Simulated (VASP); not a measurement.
# GeN2 in VASP: a series of runs

Runs on GeN2. Level: PBE+D3(BJ). Tasks: single point.

Program: VASP 6.6.1. These are calculated values, not measurements. Logs are shortened: lines on timing, memory, paths and dates and some standing lists are left out, and cuts for length are marked.

**1. The cell of the first run**

The cell holds a sheet with vacuum, 6 atoms: a = 2.928 Å, b = 2.928 Å, c = 22.000 Å, α = 90.00°, β = 90.00°, γ = 120.00°.

**2. Single point, PBE+D3(BJ)**

Contents of INCAR:

```
PREC = Accurate
ENCUT = 520
EDIFF = 1E-6
ISMEAR = 0
SIGMA = 0.1
LREAL = F
LASPH = T
NELM = 120
ALGO = Normal
ISIF = 2
LWAVE = F
LCHARG = T
LDIPOL = T
IDIPOL = 3
DIPOL = 0.5 0.5 0.500
GGA = PE
IVDW = 12
LELF = T
LVHAR = T
LVACPOTAV = T
NBANDS = 33
GGA_COMPAT = F
NELMDL = -8
```

Contents of KPOINTS:

```
regular mesh
0
Gamma
  6 6 1
```

Contents of POSCAR:

```
GeN2
1.0
    2.9279115500      0.0000000000      0.0000000000
   -1.4639557700      2.5356460400      0.0000000000
    0.0000000000      0.0000000000     22.0000000000
Ge N
2 4
Direct
    0.6666666700      0.3333333300      0.3864627600
    0.0000000000      0.0000000000      0.6135372400
    0.0000000000      0.0000000000      0.4365909100
    0.3333333300      0.6666666700      0.3397375700
    0.6666666700      0.3333333300      0.5634090900
    0.3333333300      0.6666666700      0.6602624300
```

Potentials or basis: VASP PAW PBE potentials, release 64 (Ge_d, N).

Launch:

```console
$ cat potpaw_PBE.64/Ge_d/POTCAR potpaw_PBE.64/N/POTCAR > POTCAR
$ mpirun -np 1 vasp_std > vasp.out
```

OUTCAR:

```text
PREC = Accurate
   ENCUT = 520
   EDIFF = 1E-6
   ISMEAR = 0
   LREAL = F
   LASPH = T
   NELM = 120
   ISIF = 2
   GGA = PE
   IVDW = 12
   NELMDL = -8
 IVDW          = 12

 ion  position               nearest neighbor table
   1  0.667  0.333  0.386-   4 1.98   4 1.98   4 1.98   3 2.02   3 2.02   3 2.02
   2  0.000  0.000  0.614-   6 1.98   6 1.98   6 1.98   5 2.02   5 2.02   5 2.02
   3  0.000  0.000  0.437-   1 2.02   1 2.02   1 2.02
   4  0.333  0.667  0.340-   1 1.98   1 1.98   1 1.98
   5  0.667  0.333  0.563-   2 2.02   2 2.02   2 2.02
   6  0.333  0.667  0.660-   2 1.98   2 1.98   2 1.98

  LATTYP: Found a hexagonal cell.
 ALAT       =     2.9279115500
 C/A-ratio  =     7.5138881842

  Lattice vectors:

 A1 = (   2.9279115500,   0.0000000000,   0.0000000000)
 A2 = (  -1.4639557700,   2.5356460400,   0.0000000000)
 A3 = (   0.0000000000,   0.0000000000,  22.0000000000)

Analysis of symmetry for initial positions (statically):
=====================================================================
 Subroutine PRICEL returns:
 Original cell was already a primitive cell.

 Routine SETGRP: Setting up the symmetry group for a
 hexagonal supercell.

 Subroutine GETGRP returns: Found 12 space group operations
 (whereof  6 operations were pure point group operations)
 out of a pool of 24 trial point group operations.

The static configuration has the point symmetry C_3v.
 The point group associated with its full space group is D_3d.

Analysis of symmetry for dynamics (positions and initial velocities):
=====================================================================
 Subroutine PRICEL returns:
 Original cell was already a primitive cell.

 Routine SETGRP: Setting up the symmetry group for a
 hexagonal supercell.

 Subroutine GETGRP returns: Found 12 space group operations
 (whereof  6 operations were pure point group operations)
 out of a pool of 24 trial point group operations.

The dynamic configuration has the point symmetry C_3v.
 The point group associated with its full space group is D_3d.

 Subroutine INISYM returns: Found 12 space group operations
 (whereof  6 operations are pure point group operations),
 and found     1 'primitive' translations

----------------------------------------------------------------------------------------

                                     Primitive cell

  volume of cell :     163.3312

  direct lattice vectors                    reciprocal lattice vectors
     2.927911550  0.000000000  0.000000000     0.341540372  0.197188405  0.000000000
    -1.463955770  2.535646040  0.000000000     0.000000000  0.394376811  0.000000000
     0.000000000  0.000000000 22.000000000     0.000000000  0.000000000  0.045454545

  length of vectors
     2.927911550  2.927911771 22.000000000     0.394376841  0.394376811  0.045454545

  position of ions in fractional coordinates (direct lattice)
     0.666666670  0.333333330  0.386462760
     0.000000000  0.000000000  0.613537240
     0.000000000  0.000000000  0.436590910
     0.333333330  0.666666670  0.339737570
     0.666666670  0.333333330  0.563409090
     0.333333330  0.666666670  0.660262430

  ion indices of the primitive-cell ions
   primitive index   ion index
                 1           1
                 2           2
                 3           3
                 4           4
                 5           5
                 6           6

----------------------------------------------------------------------------------------

 KPOINTS: regular mesh

Automatic generation of k-mesh.
 Grid dimensions read from file:
 generate k-points for:    6    6    1

 Generating k-lattice:

  Cartesian coordinates                     Fractional coordinates (reciprocal lattice)
     0.056923395  0.032864734  0.000000000     0.166666667  0.000000000  0.000000000
     0.000000000  0.065729469  0.000000000     0.000000000  0.166666667  0.000000000
     0.000000000  0.000000000  0.045454545     0.000000000  0.000000000  1.000000000

  Length of vectors
     0.065729474  0.065729469  0.045454545

  Shift w.r.t. Gamma in fractional coordinates (k-lattice)
     0.000000000  0.000000000  0.000000000

 Subroutine IBZKPT returns following result:
 ===========================================

 Found      7 irreducible k-points:

 Following reciprocal coordinates:
            Coordinates               Weight
  0.000000  0.000000  0.000000      1.000000
  0.166667  0.000000  0.000000      6.000000
  0.333333  0.000000  0.000000      6.000000
  0.500000 -0.000000  0.000000      3.000000
  0.166667  0.166667  0.000000      6.000000
  0.333333  0.166667  0.000000     12.000000
  0.333333  0.333333  0.000000      2.000000
   k-points           NKPTS =      7   k-points in BZ     NKDIM =      7   number of bands    NBANDS=     33
   number of dos      NEDOS =    301   number of ions     NIONS =      6
   total plane-waves  NPLWV =  96768
   dimension x,y,z NGX =    24 NGY =   24 NGZ =  168
   dimension x,y,z NGXF=    48 NGYF=   48 NGZF=  336
   ions per type =               2   4
   NGX,Y,Z   is equivalent  to a cutoff of  13.63, 13.63, 12.70 a.u.
   NGXF,Y,Z  is equivalent  to a cutoff of  27.25, 27.25, 25.39 a.u.
 SYSTEM =  unknown system
   PREC   = accura    normal or accurate (medium, high low for compatibility)
   ISTART =      0    job   : 0-new  1-cont  2-samecut
   ICHARG =      2    charge: 1-file 2-atom 10-const
   ISPIN  =      1    spin polarized calculation?
   LNONCOLLINEAR =      F non collinear calculations
   LSORBIT =      F    spin-orbit coupling
   LASPH  =      T    aspherical Exc in radial PAW
   ENCUT  =  520.0 eV  38.22 Ry    6.18 a.u.   5.44  5.44 40.91*2*pi/ulx,y,z
   NELM   =    120;   NELMIN=  2; NELMDL= -8     # of ELM steps
   EDIFF  = 0.1E-05   stopping-criterion for ELM
   LREAL  =      F    real-space projection
   EDIFFG = 0.1E-04   stopping-criterion for IOM
   NSW    =      0    number of steps for IOM
   IBRION =     -1    ionic relax: 0-MD 1-quasi-New 2-CG
   NFREE  =      0    steps in history (QN), initial steepest desc. (CG)
   ISIF   =      2    stress and relaxation
   ISYM   =      2    0-nonsym 1-usesym 2-fastsym
   POTIM  = 0.5000    time-step for ionic-motion
   TEBEG  =    0.0;   TEEND  =   0.0 temperature during run
   PSTRESS=    0.0 pullay stress
   NELECT =      48.0000    total number of electrons
   NUPDOWN=      -1.0000    fix difference up-down
   EMIN   =  10.00;   EMAX   =-10.00  energy-range for DOS
   EFERMI =   0.00;   METHOD = LEGACY
   ISMEAR =     0;   SIGMA  =   0.10  broadening in eV -4-tet -1-fermi 0-gaus
   EFERMI_NEDOS =   21; number of points for ismear=-14 and -15
   IALGO  =     38    algorithm
   IMIX   =      4    mixing-type and parameters
     AMIX     =   0.40;   BMIX     =  1.00
     AMIX_MAG =   1.60;   BMIX_MAG =  1.00
  volume/ion in A,a.u.               =      27.22       183.70
  Fermi-wavevector in a.u.,A,eV,Ry     =   1.088426  2.056826 16.118423  1.184671
  Thomas-Fermi vector in A             =   2.224607
   LORBIT       =      0    0 simple, 1 ext, 2 COOP (PROOUT), +10 PAW based schemes
   GGA     = PE    functional components
   LHFCALC =     F    Hartree Fock is set to
   AEXX    =    0.0000 exact exchange contribution
   IVDW    =    12    specifies the selected vdW correction
   LEPSILON=     F    determine dielectric tensor
   LRPA    =     F    only Hartree local field effects (RPA)
 non-spin polarized calculation
 Gauss-broadening in eV      SIGMA  =   0.10
  energy-cutoff  :      520.00
  volume of cell :      163.33
 maximum number of plane-waves:      4473
 NGX is ok and might be reduce to    24
   NGX = 11   NGY = 11   NGZ = 81

 dipolmoment           0.000000      0.000000      0.000000 electrons x Angstroem

 number of electron      47.9999996 magnetization

 dipolmoment           0.000000      0.000000     -0.000000 electrons x Angstroem

 Free energy of the ion-electron system (eV)
  ---------------------------------------------------
  ext. energy  EPLUGINS =         0.00000000
  ---------------------------------------------------
  free energy    TOTEN  =       -33.41793307 eV

  energy without entropy =      -33.36749836  energy(sigma->0) =      -33.39271572

 E-fermi :  -2.6349     XC(G=0):  -5.1634

 val. band max:       -2.6618991732   @ k =   0.5000  -0.0000   0.0000
 cond. band min:      -2.6274213013   @ k =   0.1667   0.1667   0.0000
 fundamental gap:      0.0344778719
 Fermi energy:        -2.6348963240

 k-point     1 :       0.0000    0.0000    0.0000
  band No.  band energies     occupation
      1     -26.4719      2.00000
      2     -26.4719      2.00000
      3     -26.4719      2.00000
      4     -26.4719      2.00000
      5     -26.4233      2.00000
      6     -26.4232      2.00000
[... 25 lines left out ...]
     32       4.6990      0.00000
     33       5.5712      0.00000

 k-point     2 :       0.1667    0.0000    0.0000
  band No.  band energies     occupation
      1     -26.5067      2.00000
      2     -26.5066      2.00000
      3     -26.4435      2.00000
      4     -26.4435      2.00000
      5     -26.3945      2.00000
      6     -26.3944      2.00000
[... 25 lines left out ...]
     32       5.6032      0.00000
     33       6.1109      0.00000

 k-point     3 :       0.3333    0.0000    0.0000
  band No.  band energies     occupation
      1     -26.5865      2.00000
      2     -26.5865      2.00000
      3     -26.4042      2.00000
      4     -26.4041      2.00000
      5     -26.4036      2.00000
      6     -26.4036      2.00000
[... 25 lines left out ...]
     32       7.0518      0.00000
     33       7.9151      0.00000

 k-point     4 :       0.5000   -0.0000    0.0000
  band No.  band energies     occupation
      1     -26.6281      2.00000
      2     -26.6281      2.00000
      3     -26.4196      2.00000
      4     -26.4196      2.00000
      5     -26.3983      2.00000
      6     -26.3983      2.00000
[... 25 lines left out ...]
     32       8.7498      0.00000
     33       9.1975      0.00000

 k-point     5 :       0.1667    0.1667    0.0000
  band No.  band energies     occupation
      1     -26.5431      2.00000
      2     -26.5430      2.00000
      3     -26.4378      2.00000
      4     -26.4378      2.00000
      5     -26.3830      2.00000
      6     -26.3830      2.00000
[... 25 lines left out ...]
     32       7.0005      0.00000
     33       7.0183      0.00000

 k-point     6 :       0.3333    0.1667    0.0000
  band No.  band energies     occupation
      1     -26.5830      2.00000
      2     -26.5830      2.00000
      3     -26.4347      2.00000
      4     -26.4347      2.00000
      5     -26.3993      2.00000
      6     -26.3993      2.00000
[... 25 lines left out ...]
     32       8.3535      0.00000
     33       8.8757      0.00000

 k-point     7 :       0.3333    0.3333    0.0000
  band No.  band energies     occupation
      1     -26.5200      2.00000
      2     -26.5200      2.00000
      3     -26.5050      2.00000
      4     -26.5050      2.00000
      5     -26.3626      2.00000
      6     -26.3626      2.00000
[... 25 lines left out ...]
     32       8.6567      0.00000
     33       9.1510      0.00000

------------------------ aborting loop because EDIFF is reached ----------------------------------------

 Edisp (eV)   -0.94078

 E8    (eV) :    -0.3455

  FORCE on cell =-STRESS in cart. coord.  units (eV):
  Direction    XX          YY          ZZ          XY          YZ          ZX
  --------------------------------------------------------------------------------------
  -------------------------------------------------------------------------------------
  Total       2.86225     2.86225    -4.92129     0.00000     0.00000    -0.00000
  in kB      28.07687    28.07688   -48.27480     0.00000     0.00000    -0.00000
  external pressure =        2.63 kB  Pullay stress =        0.00 kB

 VOLUME and BASIS-vectors are now :
 -----------------------------------------------------------------------------
  energy-cutoff  :      520.00
  volume of cell :      163.33
      direct lattice vectors                 reciprocal lattice vectors
     2.927911550  0.000000000  0.000000000     0.341540372  0.197188405  0.000000000
    -1.463955770  2.535646040  0.000000000     0.000000000  0.394376811  0.000000000
     0.000000000  0.000000000 22.000000000     0.000000000  0.000000000  0.045454545

 POSITION                                       TOTAL-FORCE (eV/Angst)
 -----------------------------------------------------------------------------------
      1.46396      0.84522      8.50218         0.000000     -0.000000      0.279429
      0.00000      0.00000     13.49782        -0.000000      0.000000     -0.279429
      0.00000      0.00000      9.60500         0.000000     -0.000000     -0.684875
     -0.00000      1.69043      7.47423        -0.000000     -0.000000      0.760390
      1.46396      0.84522     12.39500         0.000000      0.000000      0.684875
     -0.00000      1.69043     14.52577         0.000000      0.000000     -0.760390
 -----------------------------------------------------------------------------------
    total drift:                                0.000004     -0.000002     -0.000010

  FREE ENERGIE OF THE ION-ELECTRON SYSTEM (eV)
  ---------------------------------------------------
  free  energy   TOTEN  =       -34.3587156878 eV

  energy  without entropy=      -34.3082809760  energy(sigma->0) =      -34.33349833

 vacuum level on the upper side and lower side of the slab         4.777         4.777
```

Run time: 43 s. Hardware: 1 thread of Intel Xeon Platinum 8559C (Emerald Rapids), shared host; peak memory 0.28 GiB.

What came out:

```yaml
Free_energy: -34.3587 eV
Largest_force: 0.760 eV/Å
Band_gap_on_the_k_mesh: zero (band 24 reaches -2.44 eV, above the bottom of band 25 at -2.81 eV)
Dispersion_energy_per_atom: -0.157 eV
```

Forces on the atoms (eV/Å):
```
Ge   0.000  0.000  0.279
Ge   0.000  0.000 -0.279
N    0.000  0.000 -0.685
N    0.000  0.000  0.760
N    0.000  0.000  0.685
N    0.000  0.000 -0.760
```

Levels at points of the mesh, in eV from the Fermi level:
| k point | band 22 | band 23 | band 24 | band 25 | band 26 | band 27 |
| --- | --- | --- | --- | --- | --- | --- |
| (0.00, 0.00, 0.00) | -0.14 | -0.14 | -0.09 | -0.09 | 0.04 | 4.78 |
| (0.50, 0.00, 0.00) | -1.47 | -0.36 | -0.03 | 0.03 | 0.05 | 4.70 |

Caveat: the k points lie up to 0.41 Å⁻¹ apart.

(Part 1 of 2 ends here.)
